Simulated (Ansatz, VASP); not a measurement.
This is a calculation of Ge for Ansatz 0.2.0.

Contents of input.yaml:

```yaml
crystal:
  lattice:
    - [1.4679416364, -2.5596219381, 0.0]
    - [1.4679416364, 2.5596219381, 0.0]
    - [0.0, 0.0, 4.6637015279]
  atoms:
    - { symbol: Ge, position: [0.33344663, 0.66655337, 0.25] }
    - { symbol: Ge, position: [0.66655337, 0.33344663, 0.75] }
kpoints:
  mp_grid: { grid: [10, 10, 6] }
scf:
  occupations: { method: fermi_dirac, width: 0.05 }
hamiltonian:
  xc: lda
  pseudopotentials: { kind: all_electron, lapw: { basis_error: 0.001 } }
output:
  forces: true
  stress: true
  eigenvalues: true
```

Potentials or basis: all-electron LAPW, scalar-relativistic.

Command:

```console
$ ansatz run input.yaml --threads 1 --pin off --max-ram 3072MiB --backend cpu --events-out ev --progress --plain --runs-dir out
```

**Question.** Translate it to VASP 6.6.1. Potentials there: VASP PAW LDA potentials, release 64 (Ge_d).

**Answer.** As run (the cutoff follows the program's own potentials):

INCAR

```
SYSTEM = Ge
  ALGO = Normal
  EDIFF = 1E-7
  ENCUT = 520
  ISIF = 2
  ISMEAR = -1
  LASPH = .True.
  LCHARG = .True.
  LELF = .True.
  LREAL = .False.
  LVHAR = .True.
  LWAVE = .False.
  NBANDS = 21
  NELM = 60
  PREC = Accurate
  SIGMA = 0.05
```

File KPOINTS:

```
k-points
0
Gamma
  10 10 6
  0 0 0
```

Contents of POSCAR:

```
Ge
1.0
    1.4679416364     -2.5596219381      0.0000000000
    1.4679416364      2.5596219381      0.0000000000
    0.0000000000      0.0000000000      4.6637015279
Ge
2
Direct
    0.3334466300      0.6665533700      0.2500000000
    0.6665533700      0.3334466300      0.7500000000
```

Potentials or basis: VASP PAW LDA potentials, release 64 (Ge_d).

Run with:

```sh
$ cat potpaw_LDA.64/Ge_d/POTCAR > POTCAR
$ mpirun -np 1 vasp_std > vasp.out
```

Both were run:

|  | VASP | Ansatz | Ansatz less VASP |
| --- | --- | --- | --- |
| gap on the k mesh at the Fermi level (eV) | none | none | - |
| pressure (GPa) | 2.2 | 2.2 | -0.07 |
| traceless stress, the component that is largest in VASP (GPa) | 1.80 | 1.79 | -0.010 |

LDA's correlation is that of Perdew and Zunger in VASP and of Perdew and Wang (1992) in Ansatz. A gap of «none» marks a metal or a gap that the smearing closes. Ansatz ran all-electron here, and VASP with PAW potentials.
